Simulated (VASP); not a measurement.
Set up this calculation in VASP 6.6.1, as the native input.

| Quantity | Value |
| --- | --- |
| Task | single point |
| Functional | PBEsol |
| Potentials or basis | VASP PAW PBE potentials, release 64 (C) |
| Cutoff | 520 eV |
| k mesh | 12 × 12 × 12 |
| Occupations | gaussian, width 0.01 eV |
| Spin | no spin polarisation |
| Dipole correction | no |
| Further INCAR settings | ALGO = Normal; EDIFF = 1e-06; NBANDS = 11 |

The structure of C lies in POSCAR:

```
C
1.0
    1.7680192062      1.7680192062      0.0000000000
   -1.7680192062      1.7680192062      0.0000000000
    0.0000000000      1.7680192062      1.7822344360
C
2
Direct
    0.5000000000      0.5000000000      0.0000000000
    0.7500000000      0.2500000000      0.5000000000
```

This cell differs from its parent crystal: in-plane strain -0.005.

One way to write it, as run:

INCAR

```
PREC = Accurate ; ENCUT = 520
EDIFF = 1E-6 ; ISMEAR = 0
SIGMA = 0.01 ; LREAL = F
LASPH = T ; NELM = 100
ALGO = Normal ; ISIF = 2
LWAVE = F ; LCHARG = T
GGA = PS ; LELF = T
LVHAR = T ; NBANDS = 11
```

KPOINTS

```
Automatic mesh
0
Gamma
  12 12 12
```

Potentials or basis: VASP PAW PBE potentials, release 64 (C).

Run with:

```console
$ cat potpaw_PBE.64/C/POTCAR > POTCAR
$ mpirun -np 1 vasp_std > vasp.out
```

Results of the run:

```yaml
Pressure: 4.3 GPa
Band_gap_on_the_k_mesh: 3.97 eV, indirect (least direct gap 5.52 eV)
```

Caveat: the cell differs from its parent crystal (in-plane strain -0.005); the PAW data sets were made with another functional, which shifts forces and pressure a little.

Run time: 22 s on 1 thread of Intel Xeon 8259CL, on a shared host, peak memory 0.13 GiB.
